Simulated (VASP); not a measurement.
# Mg48O47 (a cell with a defect) in VASP: a series of runs

Runs on Mg48O47 (a cell with a defect). Level: PBEsol. Tasks: single point.

All numbers are computed with VASP 6.6.1; they aren't measurements. Logs are shortened: lines on timing, memory, paths and dates and some standing lists are left out, and cuts for length are marked.

### 1 The cell of the first run

The cell holds a defect, 95 atoms: a = 9.906 Å, b = 11.438 Å, c = 10.050 Å, α = 90.00°, β = 90.00°, γ = 90.00°.

### 2 Single point, PBEsol

File INCAR:

```
SYSTEM = Mg48O47
  PREC = Accurate
  ENCUT = 520
  EDIFF = 1E-6
  ISMEAR = -1
  SIGMA = 0.05
  LREAL = Auto
  LASPH = .True.
  NELM = 120
  ALGO = Normal
  ISIF = 2
  LWAVE = .False.
  LCHARG = .False.
  GGA = PS
  NELECT = 376.0
  ISYM = -1
  NBANDS = 242
  GGA_COMPAT = .False.
```

File KPOINTS:

```
explicit points
1
Reciprocal
  0.25000000   0.25000000   0.25000000 1
```

File POSCAR:

```
Mg48O47
1.0
    9.9058180000      0.0000000000      0.0000000000
    0.0000000000     11.4382530000      0.0000000000
    0.0000000000      0.0000000000     10.0496460000
Mg O
48 47
Direct
    0.1651510000      0.0838510000      0.2424480000
    0.1661510000      0.0831760000      0.7441770000
    0.9998610000      0.3328460000      0.2439600000
    0.9998680000      0.3323010000      0.7450110000
    0.4998630000      0.0846730000      0.2442670000
    0.4998740000      0.0853500000      0.7444760000
    0.3313970000      0.3322760000      0.2439700000
    0.3291150000      0.3320940000      0.7479310000
    0.1662770000      0.5821650000      0.2440030000
    0.1639090000      0.5813370000      0.7478480000
    0.9998680000      0.8332680000      0.2443470000
    0.9998820000      0.8331020000      0.7440050000
    0.8345850000      0.0838450000      0.2424480000
    0.8335810000      0.0831830000      0.7441720000
    0.6683320000      0.3322810000      0.2439730000
    0.6706210000      0.3320940000      0.7479280000
    0.4998690000      0.5832970000      0.1829470000
    0.4998720000      0.5832410000      0.7593970000
    0.3332390000      0.8359480000      0.2439160000
    0.3340990000      0.8377110000      0.7477590000
    0.8334670000      0.5821640000      0.2440210000
    0.8358280000      0.5813490000      0.7478130000
    0.6665100000      0.8359650000      0.2439280000
    0.6656450000      0.8377000000      0.7477230000
    0.9998730000      0.1679530000      0.4941080000
    0.9998670000      0.1670220000      0.9931580000
    0.3293940000      0.1631700000      0.4931760000
    0.3320790000      0.1650910000      0.9953500000
    0.1649710000      0.4149110000      0.4957410000
    0.1652500000      0.4158490000      0.9961240000
    0.9998830000      0.6645520000      0.4924970000
    0.9998690000      0.6671660000      0.9972740000
    0.6703430000      0.1631690000      0.4931640000
    0.6676590000      0.1650950000      0.9953580000
    0.4998670000      0.3828890000      0.5079180000
    0.4998650000      0.4073430000      0.9945510000
    0.3031980000      0.6834510000      0.5073950000
    0.3247250000      0.6718620000      0.9943810000
    0.1631240000      0.9203860000      0.4931240000
    0.1646810000      0.9180400000      0.9952710000
    0.8347690000      0.4149080000      0.4957530000
    0.8344820000      0.4158640000      0.9961050000
    0.6965250000      0.6834420000      0.5073140000
    0.6750290000      0.6718770000      0.9944010000
    0.4998690000      0.9207020000      0.4952980000
    0.4998780000      0.9192550000      0.9961740000
    0.8366480000      0.9203870000      0.4931480000
    0.8350670000      0.9180410000      0.9952450000
    0.9998650000      0.1674590000      0.1908620000
    0.9998690000      0.1664370000      0.6920480000
    0.3328250000      0.1666090000      0.1932450000
    0.3330250000      0.1678240000      0.6909290000
    0.1667650000      0.4169130000      0.1936490000
    0.1662970000      0.4170060000      0.6930990000
    0.9998680000      0.6659640000      0.1953990000
    0.9998820000      0.6657750000      0.6901790000
    0.6669080000      0.1666110000      0.1932550000
    0.6667110000      0.1678250000      0.6909170000
    0.4998630000      0.4155250000      0.1953430000
    0.4998650000      0.4194210000      0.6959360000
    0.3324700000      0.6679230000      0.1953160000
    0.3362620000      0.6658530000      0.6960460000
    0.1659660000      0.9164620000      0.1933860000
    0.1670010000      0.9155670000      0.6907850000
    0.8329560000      0.4169200000      0.1936380000
    0.8334400000      0.4170080000      0.6931060000
    0.6672810000      0.6679270000      0.1953560000
    0.6634620000      0.6658470000      0.6959640000
    0.4998760000      0.9175630000      0.1940320000
    0.4998700000      0.9180670000      0.6927100000
    0.8337790000      0.9164600000      0.1933560000
    0.8327580000      0.9155690000      0.6908040000
    0.1640780000      0.0838890000      0.4405750000
    0.1662000000      0.0831720000      0.9418220000
    0.9998530000      0.3339720000      0.4422700000
    0.9998520000      0.3338100000      0.9424400000
    0.4998570000      0.0862560000      0.4429700000
    0.4998570000      0.0846910000      0.9424460000
    0.3307320000      0.3319940000      0.4426780000
    0.3317920000      0.3325220000      0.9439550000
    0.1672510000      0.5815760000      0.4428910000
    0.1654430000      0.5831200000      0.9441200000
    0.9998660000      0.8307500000      0.4434000000
    0.9998680000      0.8322860000      0.9424080000
    0.8356410000      0.0838860000      0.4405800000
    0.8335100000      0.0831750000      0.9418130000
    0.6689810000      0.3319960000      0.4426820000
    0.6679140000      0.3325210000      0.9439470000
    0.4998700000      0.5833950000      0.9637450000
    0.3333100000      0.8367660000      0.4429280000
    0.3330550000      0.8354520000      0.9440290000
    0.8324950000      0.5815750000      0.4429050000
    0.8342650000      0.5831360000      0.9440890000
    0.6664300000      0.8367880000      0.4429410000
    0.6666680000      0.8354460000      0.9440010000
```

Potentials or basis: VASP PAW PBE potentials, release 64 (Mg, O).

On the command line:

```
cat potpaw_PBE.64/Mg/POTCAR potpaw_PBE.64/O/POTCAR > POTCAR
mpirun -np 1 vasp_std > vasp.out
```

OUTCAR:

```text
SYSTEM = Mg48O47
   PREC = Accurate
   ENCUT = 520
   EDIFF = 1E-6
   ISMEAR = -1
   LREAL = Auto
   LASPH = .True.
   NELM = 120
   ISIF = 2
   GGA = PS
   NELECT = 376.0
   ISYM = -1

 ion  position               nearest neighbor table
   1  0.165  0.084  0.242-  49 1.97  51 1.97  63 1.98  73 1.99  28 3.12  40 3.13  27 3.13  39 3.14
                            26 3.14  25 3.16  13 3.27   7 3.28   3 3.29  19 3.29  11 3.30   5 3.32
   2  0.166  0.083  0.744-  50 1.97  74 1.99  52 1.99  64 1.99  27 3.13  39 3.14  26 3.15  40 3.15
                            28 3.15  25 3.16  20 3.26   8 3.27   4 3.29  14 3.29  12 3.30   6 3.31
   3  1.000  0.333  0.244-  49 1.97  53 1.98  65 1.98  75 1.99  30 3.13  42 3.13  25 3.14  26 3.15
                            41 3.16  29 3.16  15 3.28   7 3.28  13 3.29   1 3.29  21 3.29   9 3.29
   4  1.000  0.332  0.745-  50 1.97  66 1.98  54 1.98  76 1.98  26 3.13  41 3.14  29 3.14  25 3.15
                            42 3.16  30 3.16  16 3.26   8 3.26  10 3.28  22 3.28  14 3.29   2 3.29
   5  0.500  0.085  0.244-  51 1.97  57 1.97  69 1.98  77 2.00  46 3.13  28 3.14  34 3.14  45 3.14
                            33 3.15  27 3.15   7 3.29  15 3.29  23 3.29  19 3.29   1 3.32  13 3.32
   6  0.500  0.085  0.744-  58 1.98  52 1.98  70 1.98  78 1.99  45 3.13  28 3.15  34 3.15  46 3.16
                            27 3.17  33 3.17  20 3.27  24 3.27  16 3.29   8 3.29  14 3.31   2 3.31
   7  0.331  0.332  0.244-  51 1.96  53 1.96  59 1.98  79 2.00  36 3.13  30 3.13  28 3.15  29 3.16
                            27 3.16  35 3.19   3 3.28   1 3.28   5 3.29   9 3.29  15 3.34  17 3.38
   8  0.329  0.332  0.748-  54 1.96  52 1.96  80 1.97  60 2.03  35 3.00  36 3.12  30 3.13  28 3.14
                            29 3.16  27 3.21   4 3.26   2 3.27  10 3.29   6 3.29  18 3.34  16 3.38
   9  0.166  0.582  0.244-  53 1.96  55 1.97  61 1.98  81 2.00  38 3.13  32 3.13  30 3.13  31 3.14
                            29 3.17  37 3.19   7 3.29   3 3.29  21 3.30  11 3.31  19 3.34  17 3.36
  10  0.164  0.581  0.748-  54 1.96  82 1.97  56 1.98  62 2.03  37 3.02  38 3.12  30 3.13  32 3.14
                            29 3.17  31 3.18  22 3.25   4 3.28   8 3.29  12 3.31  18 3.33  20 3.38
  11  1.000  0.833  0.244-  71 1.97  63 1.97  55 1.98  83 2.00  32 3.13  39 3.14  47 3.14  40 3.14
                            48 3.14  31 3.15  13 3.30   1 3.30  23 3.30  19 3.30  21 3.31   9 3.31
  12  1.000  0.833  0.744-  64 1.98  72 1.98  56 1.99  84 1.99  47 3.16  39 3.16  48 3.16  40 3.16
                            32 3.18  31 3.18   2 3.30  14 3.30  10 3.31  22 3.31  20 3.31  24 3.31
  13  0.835  0.084  0.242-  49 1.97  57 1.97  71 1.98  85 1.99  34 3.12  48 3.13  33 3.13  47 3.14
                            26 3.14  25 3.16   1 3.27  15 3.28   3 3.29  23 3.29  11 3.30   5 3.32
  14  0.834  0.083  0.744-  50 1.97  86 1.99  58 1.99  72 1.99  33 3.13  47 3.14  26 3.15  48 3.15
                            34 3.15  25 3.16  24 3.26  16 3.27   4 3.29   2 3.29  12 3.30   6 3.31
  15  0.668  0.332  0.244-  57 1.96  65 1.96  59 1.98  87 2.00  36 3.13  42 3.13  34 3.15  33 3.16
                            41 3.16  35 3.19   3 3.28  13 3.28   5 3.29  21 3.29   7 3.34  17 3.38
  16  0.671  0.332  0.748-  66 1.96  58 1.96  88 1.97  60 2.03  35 3.00  36 3.12  42 3.13  34 3.14
                            41 3.16  33 3.21   4 3.26  14 3.27  22 3.29   6 3.29  18 3.34   8 3.38
  17  0.500  0.583  0.183-  59 1.92  61 1.92  67 1.92  89 2.20  38 2.76  44 2.76  36 2.76   9 3.36
                            21 3.36  15 3.38   7 3.38  19 3.38  23 3.38
  18  0.500  0.583  0.759-  60 1.98  62 1.98  68 1.98  89 2.05  38 3.10  44 3.10  36 3.10  22 3.33
                            10 3.33  16 3.34   8 3.34  24 3.34  20 3.34  37 3.39  43 3.40  35 3.41
  19  0.333  0.836  0.244-  69 1.96  63 1.96  61 1.98  90 2.00  38 3.13  46 3.14  40 3.15  39 3.17
                            45 3.17  37 3.18   1 3.29   5 3.29  23 3.30  11 3.30   9 3.34  17 3.38
  20  0.334  0.838  0.748-  70 1.96  64 1.96  91 1.97  62 2.03  37 3.01  38 3.12  46 3.13  40 3.14
                            45 3.17  39 3.21   2 3.26   6 3.27  24 3.28  12 3.31  18 3.34  10 3.38
  21  0.833  0.582  0.244-  65 1.96  55 1.97  67 1.98  92 2.00  44 3.13  32 3.13  42 3.13  31 3.14
                            41 3.17  43 3.19  15 3.29   3 3.29   9 3.30  11 3.31  23 3.34  17 3.36
  22  0.836  0.581  0.748-  66 1.96  93 1.97  56 1.98  68 2.03  43 3.02  44 3.12  42 3.13  32 3.14
                            41 3.17  31 3.18  10 3.25   4 3.28  16 3.29  12 3.31  18 3.33  24 3.38
  23  0.667  0.836  0.244-  69 1.96  71 1.96  67 1.98  94 2.00  44 3.13  46 3.14  48 3.15  47 3.17
                            45 3.17  43 3.18  13 3.29   5 3.29  19 3.30  11 3.30  21 3.34  17 3.38
  24  0.666  0.838  0.748-  70 1.96  72 1.96  95 1.97  68 2.03  43 3.01  44 3.12  46 3.13  48 3.14
[... 347 lines left out ...]
   TEBEG  =    0.0;   TEEND  =   0.0 temperature during run
   PSTRESS=    0.0 pullay stress
   NELECT =     376.0000    total number of electrons
   NUPDOWN=      -1.0000    fix difference up-down
   EMIN   =  10.00;   EMAX   =-10.00  energy-range for DOS
   EFERMI =   0.00;   METHOD = LEGACY
   ISMEAR =    -1;   SIGMA  =   0.05  broadening in eV -4-tet -1-fermi 0-gaus
   EFERMI_NEDOS =   21; number of points for ismear=-14 and -15
   IALGO  =     38    algorithm
   IMIX   =      4    mixing-type and parameters
     AMIX     =   0.40;   BMIX     =  1.00
     AMIX_MAG =   1.60;   BMIX_MAG =  1.00
  volume/ion in A,a.u.               =      11.99        80.89
  Fermi-wavevector in a.u.,A,eV,Ry     =   1.131542  2.138303 17.420713  1.280386
  Thomas-Fermi vector in A             =   2.268241
   LORBIT       =      0    0 simple, 1 ext, 2 COOP (PROOUT), +10 PAW based schemes
   GGA     = PS    functional components
   LHFCALC =     F    Hartree Fock is set to
   AEXX    =    0.0000 exact exchange contribution
   IVDW    =     0    specifies the selected vdW correction
   LEPSILON=     F    determine dielectric tensor
   LRPA    =     F    only Hartree local field effects (RPA)
 non-spin polarized calculation
  energy-cutoff  :      520.00
  volume of cell :     1138.68
 maximum number of plane-waves:     30661
 NGX is ok and might be reduce to    80
   NGX = 37   NGY = 43   NGZ = 37

 number of electron     376.0000024 magnetization

 Free energy of the ion-electron system (eV)
  ---------------------------------------------------
  ext. energy  EPLUGINS =         0.00000000
  ---------------------------------------------------
  free energy    TOTEN  =      -584.16707292 eV

  energy without entropy =     -584.16707292  energy(sigma->0) =     -584.16707292

 E-fermi :   2.2033     XC(G=0):  -9.8586

 val. band max:        0.9188437579   @ k =   0.2500   0.2500   0.2500
 cond. band min:       3.6557443750   @ k =   0.2500   0.2500   0.2500
 fundamental gap:      2.7369006172
 Fermi energy:         2.2032624840

 k-point     1 :       0.2500    0.2500    0.2500
  band No.  band energies     occupation
      1     -15.3302      2.00000
      2     -15.1829      2.00000
      3     -15.1076      2.00000
      4     -15.0771      2.00000
      5     -14.9861      2.00000
      6     -14.9385      2.00000
[... 192 lines left out ...]
    199       7.4292      0.00000
    200       7.4894      0.00000
 [bands above 200 left out]

------------------------ aborting loop because EDIFF is reached ----------------------------------------

  FORCE on cell =-STRESS in cart. coord.  units (eV):
  Direction    XX          YY          ZZ          XY          YZ          ZX
  --------------------------------------------------------------------------------------
  -------------------------------------------------------------------------------------
  Total       -5.7245205     -5.9784690     -9.4799922     -0.0718612     -0.1060330     -0.0967374
  in kB       -8.0546912     -8.4120095    -13.3388306     -0.1011124     -0.1491939     -0.1361144
  external PRESSURE =      -9.9351771 kB  Pullay stress =       0.0000000 kB

 VOLUME and BASIS-vectors are now :
 -----------------------------------------------------------------------------
  energy-cutoff  :      520.00
  volume of cell :     1138.68
      direct lattice vectors                 reciprocal lattice vectors
     9.905818000  0.000000000  0.000000000     0.100950775  0.000000000  0.000000000
     0.000000000 11.438253000  0.000000000     0.000000000  0.087425938  0.000000000
     0.000000000  0.000000000 10.049646000     0.000000000  0.000000000  0.099505993

 POSITION                                       TOTAL-FORCE (eV/Angst)
 -----------------------------------------------------------------------------------
      1.63596      0.95911      2.43652         0.001103      0.000338      0.002473
      1.64586      0.95139      7.47872         0.000898     -0.000208      0.000604
      9.90444      3.80718      2.45171         0.000527      0.003121      0.001917
      9.90451      3.80094      7.48710        -0.000399      0.000485      0.000489
      4.95155      0.96851      2.45480         0.000583     -0.003187      0.002255
      4.95166      0.97625      7.48172        -0.000476     -0.001952      0.000026
[... 87 lines left out ...]
      6.60153      9.57139      4.45140        -0.003783      0.010056     -0.007653
      6.60389      9.55604      9.48688         0.000189     -0.002306     -0.000112
 -----------------------------------------------------------------------------------
    total drift:                                0.002930      0.023819      0.009171

  FREE ENERGIE OF THE ION-ELECTRON SYSTEM (eV)
  ---------------------------------------------------
  free  energy   TOTEN  =      -584.1670729153 eV

  energy  without entropy=     -584.1670729153  energy(sigma->0) =     -584.16707292
```

Run time: 11 min. Hardware: 1 thread of Intel Xeon Platinum 8375C at 2.90GHz (Ice Lake), shared host; peak memory 1.1 GiB.

What came out:

```
Free energy   : -584.1671 eV
Largest force : 0.015 eV/Å
```

Forces in eV/Å, atoms in the order of the input:
```
Mg   0.001  0.000  0.002
Mg   0.001  0.000  0.001
Mg   0.001  0.003  0.002
Mg   0.000  0.000  0.000
Mg   0.001 -0.003  0.002
Mg   0.000 -0.002  0.000
Mg  -0.002  0.000  0.003
Mg   0.000 -0.003 -0.002
Mg  -0.001  0.000  0.004
Mg  -0.001 -0.001 -0.001
Mg   0.000  0.002  0.002
Mg   0.001  0.001 -0.001
Mg   0.000  0.000  0.002
Mg  -0.001  0.000  0.000
Mg   0.002  0.000  0.003
Mg   0.000 -0.003 -0.002
Mg   0.001 -0.002  0.001
Mg   0.000 -0.002 -0.004
Mg   0.000  0.000  0.003
Mg  -0.001  0.001 -0.001
Mg   0.002  0.000  0.004
Mg   0.001 -0.001 -0.002
Mg   0.001 -0.001  0.003
Mg   0.001  0.002 -0.001
Mg   0.000  0.001  0.001
Mg   0.000 -0.001  0.003
Mg  -0.001  0.003  0.000
Mg  -0.001  0.000  0.000
Mg  -0.002 -0.003 -0.001
Mg  -0.001  0.000 -0.001
Mg  -0.001 -0.001  0.004
Mg  -0.001 -0.002 -0.001
Mg   0.001  0.002  0.001
Mg   0.001  0.000  0.001
Mg  -0.001 -0.012  0.006
Mg   0.000 -0.002  0.000
Mg  -0.009  0.006  0.007
Mg  -0.002  0.003 -0.001
Mg   0.001 -0.001  0.003
Mg   0.000  0.001  0.002
Mg   0.002 -0.003 -0.002
Mg   0.001 -0.001 -0.001
Mg   0.010  0.007  0.009
Mg   0.002  0.002  0.000
Mg   0.000  0.002 -0.002
Mg   0.000 -0.001 -0.001
Mg   0.000 -0.001  0.003
Mg   0.000  0.000  0.002
O    0.000 -0.004 -0.004
O    0.001  0.001 -0.006
O   -0.001  0.000  0.001
O    0.003 -0.004 -0.001
O    0.004  0.000 -0.001
O    0.008  0.004 -0.002
O   -0.001  0.002  0.003
O    0.000  0.006 -0.004
O    0.002 -0.001  0.000
O   -0.002 -0.004 -0.001
O   -0.002 -0.008  0.003
O   -0.001  0.008  0.007
O   -0.008  0.003  0.002
O   -0.001 -0.001  0.011
O    0.005 -0.001 -0.002
O    0.001 -0.001  0.001
O   -0.002  0.000 -0.001
O   -0.006  0.004 -0.001
O    0.007  0.004  0.001
O   -0.001  0.001  0.011
O   -0.001  0.002 -0.001
O   -0.001 -0.004 -0.001
O   -0.005  0.000 -0.001
O   -0.001 -0.002  0.002
O    0.003  0.002 -0.002
O    0.002 -0.002 -0.001
O    0.000  0.001 -0.007
O    0.000 -0.001 -0.007
O   -0.001  0.004 -0.004
O   -0.001  0.002  0.000
O   -0.009  0.003 -0.003
O    0.001  0.003 -0.001
O    0.000 -0.012 -0.007
O    0.002 -0.003  0.001
O    0.000  0.000 -0.007
O    0.000 -0.001 -0.005
O   -0.002  0.003 -0.002
O   -0.001 -0.001  0.000
O    0.011  0.003 -0.005
O    0.000  0.004 -0.001
O    0.001 -0.001  0.002
O    0.003  0.010 -0.007
O    0.000 -0.001 -0.001
O    0.001 -0.011 -0.007
O   -0.005 -0.003  0.001
O   -0.004  0.010 -0.008
O    0.000 -0.002  0.000
```

Caveat: the cell carries a net charge on a neutralising background, which shifts energy and pressure; the cell is charged against a uniform background, so pressure and absolute levels hang on convention; the PAW data sets were made with another functional, which shifts forces and pressure a little.

(Continued in part 2 of 2.)
